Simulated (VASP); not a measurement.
Input of a VASP 6.6.1 run:

The input INCAR:

```
SYSTEM = ZrC
PREC = Accurate
ENCUT = 520
EDIFF = 1E-7
ISMEAR = 0
SIGMA = 0.15
LREAL = .FALSE.
LASPH = .TRUE.
NELM = 80
ALGO = Normal
ISIF = 2
LWAVE = .FALSE.
LCHARG = .FALSE.
GGA = CA
NBANDS = 15
```

KPOINTS

```
Automatic mesh
0
G
  16 16 16
  0 0 0
```

Contents of POSCAR:

```
ZrC
1.0
    0.0000000000      2.2665395978      2.4291066370
    2.2665395978      0.0000000000      2.4291066370
    2.2665395978      2.2665395978      0.0000000000
Zr C
1 1
Direct
    0.4983745445      0.5016254555      0.5016254555
    0.0123452608     -0.0123452608     -0.0123452608
```

Potentials or basis: VASP PAW LDA potentials, release 64 (Zr_sv, C).

The run is started by

```console
$ cat potpaw_LDA.64/Zr_sv/POTCAR potpaw_LDA.64/C/POTCAR > POTCAR
$ mpirun -np 1 vasp_std > vasp.out
```

Task: What does it give for the largest force?

Result: 0.668 eV/Å.

Task: Predict the pressure.

Result: 3.7 GPa.

Stress tensor (GPa, compression positive):
```
 13.64   0.00   0.00
  0.00  12.05   0.00
  0.00   0.00 -14.71
```

Caveat: the cell differs from its parent crystal (mode 4 frozen in at -0.057 Å, strain +e along z and -e/2 along x and y +0.0467).
